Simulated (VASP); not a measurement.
Crystal: LiCl.

```
Li Cl
1.0
     0.00000    2.57460    2.57460
     2.57460    0.00000    2.57460
     2.57460    2.57460    0.00000
Li Cl
1 1
Direct
  0.00000 0.00000 0.00000
  0.50000 0.50000 0.50000
```

* Program: VASP 6.6.1
* Task: relaxation of cell and atoms
* Functional: LDA
* Potentials or basis: VASP PAW LDA potentials, release 64 (Li_sv, Cl)
* Cutoff: 600 eV
* k mesh: 8 × 8 × 8
* Occupations: fermi-dirac, width 0.02 eV
* Spin: no spin polarisation

At the start: pressure -3.6 GPa; volume 17.07 Å³/atom.

Task: How do energy, volume and symmetry change on relaxing?

Result: Over 4 steps the energy falls by 22.4 meV/atom and the volume is 15.25 Å³/atom (-10.6 %); space group Fm-3m (No. 225, to 0.1 Å) before and after.

Step by step:
```tsv
step	energy change (eV)	largest force (eV/Å)	pressure (GPa)	volume (Å³)
1	0.0000	0.0000	-3.59	34.13
2	-0.0331	0.0000	-2.03	32.28
3	-0.0447	0.0000	-0.23	30.69
4	-0.0448	0.0000	0.02	30.51
```

Final structure:
```
Li Cl
1.0
     0.00000    2.47997    2.47997
     2.47997    0.00000    2.47997
     2.47997    2.47997    0.00000
Li Cl
1 1
Direct
  0.00000 0.00000 0.00000
  0.50000 0.50000 0.50000
```

Caveat: the cutoff is under 1.25 times the usual one of these potentials, so pressure, stress and relaxed cells hold a basis-set (Pulay) error.
